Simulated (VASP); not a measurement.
# Pb (Im-3m) in VASP: a series of runs

The runs below take Pb through single point, with PBE.

Program: VASP 6.6.1. These are calculated values, not measurements. Logs are shortened: lines on timing, memory, paths and dates and some standing lists are left out, and cuts for length are marked.

### 1 The cell of the first run

The structure is cubic, space group Im-3m (No. 229). Conventional cell: a = 3.929 Å, b = 3.929 Å, c = 3.929 Å, α = 90.00°, β = 90.00°, γ = 90.00°. Pb (site symmetry m-3m) has 14 Pb at 3.40 to 3.93 Å within 4.5 Å.

### 2 Single point, PBE

Contents of INCAR:

```
PREC = Accurate
ENCUT = 520
EDIFF = 1E-6
ISMEAR = 0
SIGMA = 0.05
LREAL = F
LASPH = T
NELM = 100
ALGO = Fast
ISIF = 2
LWAVE = F
LCHARG = T
GGA = PE
LELF = T
LVHAR = T
NBANDS = 13
```

Contents of KPOINTS:

```
regular mesh
0
Gamma
  16 16 16
```

Contents of POSCAR:

```
Pb
1.0
   -1.9644078570      1.9644078570      1.9644078570
    1.9644078570     -1.9644078570      1.9644078570
    1.9644078570      1.9644078570     -1.9644078570
Pb
1
Direct
    0.0000000000      0.0000000000      0.0000000000
```

Potentials or basis: VASP PAW PBE potentials, release 64 (Pb_d).

Run with:

```sh
> cat potpaw_PBE.64/Pb_d/POTCAR > POTCAR
> mpirun -np 1 vasp_std > vasp.out
```

OUTCAR:

```text
PREC = Accurate
   ENCUT = 520
   EDIFF = 1E-6
   ISMEAR = 0
   LREAL = F
   LASPH = T
   NELM = 100
   ISIF = 2
   GGA = PE

 ion  position               nearest neighbor table
   1  0.000  0.000  0.000-

  LATTYP: Found a body centered cubic cell.
 ALAT       =     3.9288157140

  Lattice vectors:

 A1 = (  -1.9644078570,   1.9644078570,   1.9644078570)
 A2 = (   1.9644078570,  -1.9644078570,   1.9644078570)
 A3 = (   1.9644078570,   1.9644078570,  -1.9644078570)

Analysis of symmetry for initial positions (statically):
=====================================================================
 Subroutine PRICEL returns:
 Original cell was already a primitive cell.

 Routine SETGRP: Setting up the symmetry group for a
 body centered cubic supercell.

 Subroutine GETGRP returns: Found 48 space group operations
 (whereof 48 operations were pure point group operations)
 out of a pool of 48 trial point group operations.

The static configuration has the point symmetry O_h .

Analysis of symmetry for dynamics (positions and initial velocities):
=====================================================================
 Subroutine PRICEL returns:
 Original cell was already a primitive cell.

 Routine SETGRP: Setting up the symmetry group for a
 body centered cubic supercell.

 Subroutine GETGRP returns: Found 48 space group operations
 (whereof 48 operations were pure point group operations)
 out of a pool of 48 trial point group operations.

The dynamic configuration has the point symmetry O_h .

 Subroutine INISYM returns: Found 48 space group operations
 (whereof 48 operations are pure point group operations),
 and found     1 'primitive' translations

----------------------------------------------------------------------------------------

                                     Primitive cell

  volume of cell :      30.3218

  direct lattice vectors                    reciprocal lattice vectors
    -1.964407857  1.964407857  1.964407857     0.000000000  0.254529627  0.254529627
     1.964407857 -1.964407857  1.964407857     0.254529627  0.000000000  0.254529627
     1.964407857  1.964407857 -1.964407857     0.254529627  0.254529627  0.000000000

  length of vectors
     3.402454215  3.402454215  3.402454215     0.359959251  0.359959251  0.359959251

  position of ions in fractional coordinates (direct lattice)
     0.000000000  0.000000000  0.000000000

  ion indices of the primitive-cell ions
   primitive index   ion index
                 1           1

----------------------------------------------------------------------------------------

 KPOINTS: regular mesh

Automatic generation of k-mesh.
 Grid dimensions read from file:
 generate k-points for:   16   16   16

 Generating k-lattice:

  Cartesian coordinates                     Fractional coordinates (reciprocal lattice)
     0.000000000  0.015908102  0.015908102     0.062500000  0.000000000  0.000000000
     0.015908102  0.000000000  0.015908102     0.000000000  0.062500000  0.000000000
     0.015908102  0.015908102  0.000000000     0.000000000  0.000000000  0.062500000

  Length of vectors
     0.022497453  0.022497453  0.022497453

  Shift w.r.t. Gamma in fractional coordinates (k-lattice)
     0.000000000  0.000000000  0.000000000

 Subroutine IBZKPT returns following result:
 ===========================================

 Found    145 irreducible k-points:

 Following reciprocal coordinates:
            Coordinates               Weight
  0.000000  0.000000  0.000000      1.000000
  0.062500  0.000000  0.000000     12.000000
  0.125000  0.000000  0.000000     12.000000
  0.187500  0.000000  0.000000     12.000000
  0.250000  0.000000  0.000000     12.000000
  0.312500  0.000000  0.000000     12.000000
[... 16 lines left out ...]
  0.187500  0.187500  0.000000     24.000000
  0.250000  0.187500  0.000000     48.000000
 [... further k-points ...]
   k-points           NKPTS =    145   k-points in BZ     NKDIM =    145   number of bands    NBANDS=     13
   number of dos      NEDOS =    301   number of ions     NIONS =      1
   total plane-waves  NPLWV =  21952
   dimension x,y,z NGX =    28 NGY =   28 NGZ =   28
   dimension x,y,z NGXF=    56 NGYF=   56 NGZF=   56
   ions per type =               1
   NGX,Y,Z   is equivalent  to a cutoff of  13.68, 13.68, 13.68 a.u.
   NGXF,Y,Z  is equivalent  to a cutoff of  27.36, 27.36, 27.36 a.u.
 SYSTEM =  unknown system
   PREC   = accura    normal or accurate (medium, high low for compatibility)
   ISTART =      0    job   : 0-new  1-cont  2-samecut
   ICHARG =      2    charge: 1-file 2-atom 10-const
   ISPIN  =      1    spin polarized calculation?
   LNONCOLLINEAR =      F non collinear calculations
   LSORBIT =      F    spin-orbit coupling
   LASPH  =      T    aspherical Exc in radial PAW
   ENCUT  =  520.0 eV  38.22 Ry    6.18 a.u.   6.33  6.33  6.33*2*pi/ulx,y,z
   NELM   =    100;   NELMIN=  2; NELMDL= -5     # of ELM steps
   EDIFF  = 0.1E-05   stopping-criterion for ELM
   LREAL  =      F    real-space projection
   EDIFFG = 0.1E-04   stopping-criterion for IOM
   NSW    =      0    number of steps for IOM
   IBRION =     -1    ionic relax: 0-MD 1-quasi-New 2-CG
   NFREE  =      0    steps in history (QN), initial steepest desc. (CG)
   ISIF   =      2    stress and relaxation
   ISYM   =      2    0-nonsym 1-usesym 2-fastsym
   POTIM  = 0.5000    time-step for ionic-motion
   TEBEG  =    0.0;   TEEND  =   0.0 temperature during run
   PSTRESS=    0.0 pullay stress
   NELECT =      14.0000    total number of electrons
   NUPDOWN=      -1.0000    fix difference up-down
   EMIN   =  10.00;   EMAX   =-10.00  energy-range for DOS
   EFERMI =   0.00;   METHOD = LEGACY
   ISMEAR =     0;   SIGMA  =   0.05  broadening in eV -4-tet -1-fermi 0-gaus
   EFERMI_NEDOS =   21; number of points for ismear=-14 and -15
   IALGO  =     68    algorithm
   IMIX   =      4    mixing-type and parameters
     AMIX     =   0.40;   BMIX     =  1.00
     AMIX_MAG =   1.60;   BMIX_MAG =  1.00
  volume/ion in A,a.u.               =      30.32       204.62
  Fermi-wavevector in a.u.,A,eV,Ry     =   1.265317  2.391102 21.783280  1.601026
  Thomas-Fermi vector in A             =   2.398576
   LORBIT       =      0    0 simple, 1 ext, 2 COOP (PROOUT), +10 PAW based schemes
   GGA     = PE    functional components
   LHFCALC =     F    Hartree Fock is set to
   AEXX    =    0.0000 exact exchange contribution
   IVDW    =     0    specifies the selected vdW correction
   LEPSILON=     F    determine dielectric tensor
   LRPA    =     F    only Hartree local field effects (RPA)
 non-spin polarized calculation
 RMM-DIIS sequential band-by-band and
 Gauss-broadening in eV      SIGMA  =   0.05
  energy-cutoff  :      520.00
  volume of cell :       30.32
 maximum number of plane-waves:       856
 NGX is ok and might be reduce to    28
   NGX = 13   NGY = 13   NGZ = 13

 number of electron      14.0000004 magnetization

 Free energy of the ion-electron system (eV)
  ---------------------------------------------------
  ext. energy  EPLUGINS =         0.00000000
  ---------------------------------------------------
  free energy    TOTEN  =        -3.51160893 eV

  energy without entropy =       -3.51085612  energy(sigma->0) =       -3.51123253

 E-fermi :   7.3498     XC(G=0): -10.1882

 val. band max:        7.3044547070   @ k =   0.5000   0.5000   0.3750
 cond. band min:       7.3674584913   @ k =  -0.3125   0.5000   0.0625
 fundamental gap:      0.0630037843
 Fermi energy:         7.3497511967

 k-point     1 :       0.0000    0.0000    0.0000
  band No.  band energies     occupation
      1      -9.8488      2.00000
      2      -9.8488      2.00000
      3      -9.8488      2.00000
      4      -9.6089      2.00000
      5      -9.6089      2.00000
      6      -4.4751      2.00000
      7      14.9284      0.00000
      8      14.9284      0.00000
      9      14.9284      0.00000
     10      18.3964      0.00000
     11      18.3964      0.00000
     12      18.3964      0.00000
     13      19.1593      0.00000

 k-point     2 :       0.0625    0.0000    0.0000
  band No.  band energies     occupation
      1      -9.8521      2.00000
      2      -9.8448      2.00000
      3      -9.8347      2.00000
      4      -9.6126      2.00000
      5      -9.6093      2.00000
      6      -4.3955      2.00000
      7      14.0456      0.00000
      8      14.6471      0.00000
      9      14.8188      0.00000
     10      17.8286      0.00000
     11      18.1833      0.00000
     12      18.3063      0.00000
     13      19.7199      0.00000

 k-point     3 :       0.1250    0.0000    0.0000
  band No.  band energies     occupation
      1      -9.8614      2.00000
      2      -9.8345      2.00000
      3      -9.7943      2.00000
      4      -9.6224      2.00000
      5      -9.6102      2.00000
      6      -4.1567      2.00000
      7      12.2619      0.00000
      8      13.9703      0.00000
      9      14.5002      0.00000
     10      17.0044      0.00000
     11      17.7507      0.00000
     12      18.2604      0.00000
     13      20.4159      0.00000

 k-point     4 :       0.1875    0.0000    0.0000
  band No.  band energies     occupation
      1      -9.8752      2.00000
      2      -9.8232      2.00000
      3      -9.7331      2.00000
      4      -9.6340      2.00000
      5      -9.6115      2.00000
      6      -3.7590      2.00000
      7      10.3017      0.00000
      8      13.1572      0.00000
      9      14.0370      0.00000
     10      16.3059      0.00000
     11      17.3092      0.00000
     12      18.4638      0.00000
     13      20.7522      0.00000

 k-point     5 :       0.2500    0.0000    0.0000
  band No.  band energies     occupation
      1      -9.8914      2.00000
      2      -9.8181      2.00000
      3      -9.6596      2.00000
      4      -9.6415      2.00000
      5      -9.6128      2.00000
      6      -3.2071      2.00000
      7       8.3822      0.00000
      8      12.3691      0.00000
      9      13.5365      0.00000
     10      15.7581      0.00000
     11      16.9287      0.00000
     12      18.9164      0.00000
     13      21.0201      0.00000

 k-point     6 :       0.3125    0.0000    0.0000
  band No.  band energies     occupation
      1      -9.9077      2.00000
      2      -9.8232      2.00000
      3      -9.6406      2.00000
      4      -9.6141      2.00000
      5      -9.5848      2.00000
      6      -2.5159      2.00000
      7       6.5914      2.00000
      8      11.6925      0.00000
      9      13.0857      0.00000
     10      15.3510      0.00000
     11      16.6290      0.00000
     12      19.5534      0.00000
     13      21.3059      0.00000

 k-point     7 :       0.3750    0.0000    0.0000
  band No.  band energies     occupation
      1      -9.9214      2.00000
      2      -9.8348      2.00000
      3      -9.6339      2.00000
      4      -9.6151      2.00000
      5      -9.5203      2.00000
      6      -1.7280      2.00000
      7       5.0036      2.00000
      8      11.1782      0.00000
      9      12.7369      0.00000
     10      15.0715      0.00000
     11      16.4148      0.00000
     12      20.2868      0.00000
     13      21.6030      0.00000
[... 193 lines left out ...]
 k-point    20 :       0.3125    0.1250    0.0000
  band No.  band energies     occupation
      1      -9.9018      2.00000
      2      -9.8161      2.00000
      3      -9.6402      2.00000
      4      -9.6232      2.00000
      5      -9.5327      2.00000
      6      -1.5267      2.00000
      7       5.1707      2.00000
      8       9.5872      0.00000
      9      12.0732      0.00000
     10      16.1226      0.00000
     11      18.3777      0.00000
     12      19.1664      0.00000
     13      22.3630      0.00000

 k-point    21 :       0.3750    0.1250    0.0000
  band No.  band energies     occupation
      1      -9.9095      2.00000
      2      -9.8215      2.00000
      3      -9.6316      2.00000
      4      -9.6248      2.00000
      5      -9.4992      2.00000
      6      -0.8027      2.00000
      7       4.0123      2.00000
      8       9.2579      0.00000
      9      11.8536      0.00000
     10      15.9605      0.00000
     11      18.2798      0.00000
     12      19.9097      0.00000
     13      21.7547      0.00000

 k-point    22 :       0.4375    0.1250   -0.0000
  band No.  band energies     occupation
      1      -9.9122      2.00000
      2      -9.8240      2.00000
      3      -9.6277      2.00000
      4      -9.6258      2.00000
      5      -9.4872      2.00000
      6      -0.4595      2.00000
      7       3.5221      2.00000
      8       9.1482      0.00000
      9      11.7793      0.00000
     10      15.9066      0.00000
     11      18.2363      0.00000
     12      20.5051      0.00000
     13      21.1813      0.00000

 k-point    23 :       0.1875    0.1875    0.0000
  band No.  band energies     occupation
      1      -9.8807      2.00000
      2      -9.8081      2.00000
      3      -9.6515      2.00000
      4      -9.6296      2.00000
      5      -9.5898      2.00000
      6      -2.3682      2.00000
      7       7.0931      2.00000
      8       9.6347      0.00000
      9      12.3988      0.00000
     10      17.0415      0.00000
     11      17.5538      0.00000
     12      20.1368      0.00000
     13      21.6577      0.00000

 k-point    24 :       0.2500    0.1875    0.0000
  band No.  band energies     occupation
      1      -9.8874      2.00000
      2      -9.7963      2.00000
      3      -9.6470      2.00000
      4      -9.6330      2.00000
      5      -9.5552      2.00000
      6      -1.6572      2.00000
      7       5.8921      2.00000
      8       8.6892      0.00000
      9      12.0037      0.00000
     10      16.8859      0.00000
     11      18.0380      0.00000
     12      20.3722      0.00000
     13      22.6532      0.00000

 [... further k-points ...]
[... 5 lines left out ...]
  --------------------------------------------------------------------------------------
  -------------------------------------------------------------------------------------
  Total        0.4203244      0.4203244      0.4203244     -0.0000000     -0.0000000     -0.0000000
  in kB       22.2095717     22.2095717     22.2095717     -0.0000000     -0.0000000     -0.0000000
  external PRESSURE =      22.2095717 kB  Pullay stress =       0.0000000 kB

 VOLUME and BASIS-vectors are now :
 -----------------------------------------------------------------------------
  energy-cutoff  :      520.00
  volume of cell :       30.32
      direct lattice vectors                 reciprocal lattice vectors
    -1.964407857  1.964407857  1.964407857     0.000000000  0.254529627  0.254529627
     1.964407857 -1.964407857  1.964407857     0.254529627  0.000000000  0.254529627
     1.964407857  1.964407857 -1.964407857     0.254529627  0.254529627  0.000000000

 POSITION                                       TOTAL-FORCE (eV/Angst)
 -----------------------------------------------------------------------------------
      0.00000      0.00000      0.00000        -0.000000      0.000000     -0.000000
 -----------------------------------------------------------------------------------
    total drift:                               -0.000000     -0.000000     -0.000000

  FREE ENERGIE OF THE ION-ELECTRON SYSTEM (eV)
  ---------------------------------------------------
  free  energy   TOTEN  =        -3.5116089347 eV

  energy  without entropy=       -3.5108561183  energy(sigma->0) =       -3.51123253
```

Wall time 89 s (1 thread of Intel Xeon Platinum 8375C at 2.90GHz (Ice Lake), shared host); peak memory 0.19 GiB.

Results:

```
Free energy            : -3.5116 eV
Pressure               : 2.2 GPa
Band gap on the k mesh : zero (band 7 reaches 14.93 eV, above the bottom of band 8 at 5.31 eV)
```

Caveat: spin-orbit coupling is left out, which moves the levels of the heavy elements.

[end of part 1 of 2]
